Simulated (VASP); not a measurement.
Runs of VASP 6.6.1 on Be7Te. The structure is that of space group P-6m2 (No. 187), or close to it. The cells are those of the table. 

```tsv
task	cell	k mesh	cutoff (eV)	gap on the mesh (eV)	pressure (GPa)	relaxed volume (Å³/atom)	largest force (eV/Å)
single point	a = 5.486, b = 5.486, c = 3.559 Å, angles 90.0, 90.0, 120.0°, 8 atoms	6 × 6 × 4	520	none	0.1	-	0.02
relaxation of cell and atoms	relaxed from a = 5.515, b = 5.515, c = 4.316 Å, angles 90.0, 90.0, 120.0°, 8 atoms	6 × 6 × 4	600	none	0.1	11.34	0.02
single point	a = 5.420, b = 5.420, c = 3.604 Å, angles 90.0, 90.0, 120.0°, 8 atoms	12 × 12 × 10	520	none	0.1	-	0.02
relaxation of cell and atoms	relaxed from a = 5.428, b = 5.428, c = 3.597 Å, angles 90.0, 90.0, 120.0°, 8 atoms	12 × 12 × 10	600	none	0.0	(b)	-
single point	a = 5.428, b = 5.428, c = 3.597 Å, angles 90.0, 90.0, 120.0°, 8 atoms	6 × 6 × 6	520	none	0.4	-	0.04
relaxation of cell and atoms	relaxed from a = 5.486, b = 5.486, c = 3.559 Å, angles 90.0, 90.0, 120.0°, 8 atoms	6 × 6 × 6	600	none	0.1	11.51	0.03
single point	a = 5.515, b = 5.515, c = 4.316 Å, angles 90.0, 90.0, 120.0°, 8 atoms	6 × 6 × 4	520	none	-13.9	-	(a)
```

Alike in all rows: level PBE; potentials or basis VASP PAW PBE potentials, release 64 (Be, Te); no spin polarisation; smearing gaussian 0.1 eV.

Task: Fill in the values left out.

Result: (a) 1.12; (b) 11.49.

Caveats: some runs use coarse meshes; spin-orbit coupling is left out, which moves the levels of the heavy elements; the volume moved by over 15 % at a fixed basis, so the end points are rough (some runs); forces of over 1 eV/Å act on the atoms, so gaps and moduli don't describe the material at rest (some runs).

A k mesh can miss the band edges, and the runs leave out spin-orbit coupling on Te.

A gap of «none» marks levels without a gap at the run's occupations.
